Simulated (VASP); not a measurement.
Input of a VASP 6.6.1 run:

INCAR

```
PREC = Accurate
ENCUT = 520
EDIFF = 1E-7
ISMEAR = 0
SIGMA = 0.1
LREAL = False
LASPH = True
NELM = 80
ALGO = Normal
ISIF = 2
LWAVE = False
LCHARG = False
GGA = PE
NBANDS = 22
```

File KPOINTS:

```
regular mesh
0
Gamma
  8 6 6
```

File POSCAR:

```
C2N
1.0
    2.3277907800      0.0000000000      0.0000000000
    0.1723708100      2.7907859800      0.0000000000
    0.6671719600      1.1283629100      3.2251458900
C N
4 2
Direct
    0.2805090000      0.2817679900      0.8184990300
    0.7935289700      0.5222669800      0.6717619900
    0.2064710300      0.4777330200      0.3282380100
    0.7194910000      0.7182320100      0.1815009700
    0.8716260200      0.9803190200      0.7543720000
    0.1283739800      0.0196809800      0.2456280000
```

Potentials or basis: VASP PAW PBE potentials, release 64 (C, N).

Launch:

```bash
$ cat potpaw_PBE.64/C/POTCAR potpaw_PBE.64/N/POTCAR > POTCAR
$ mpirun -np 1 vasp_std > vasp.out
```

Task: What does it give for the band gap on the k mesh?

Result: Zero (bands 13 and 14 overlap by 3.53 eV).

Task: What does it give for the largest force?

Result: 15.498 eV/Å.

Task: Predict the pressure.

Result: 542.7 GPa.

Forces on the atoms (eV/Å):
```
C    -2.191   1.152   3.454
C     1.781   4.431   6.006
C    -1.781  -4.431  -6.006
C     2.191  -1.152  -3.454
N    -3.599 -13.664   6.366
N     3.599  13.664  -6.366
```

Caveat: the k points lie up to 0.40 Å⁻¹ apart, too coarse for converged energies and pressures of a metal; forces of over 1 eV/Å act on the atoms, so gaps and moduli don't describe the material at rest.
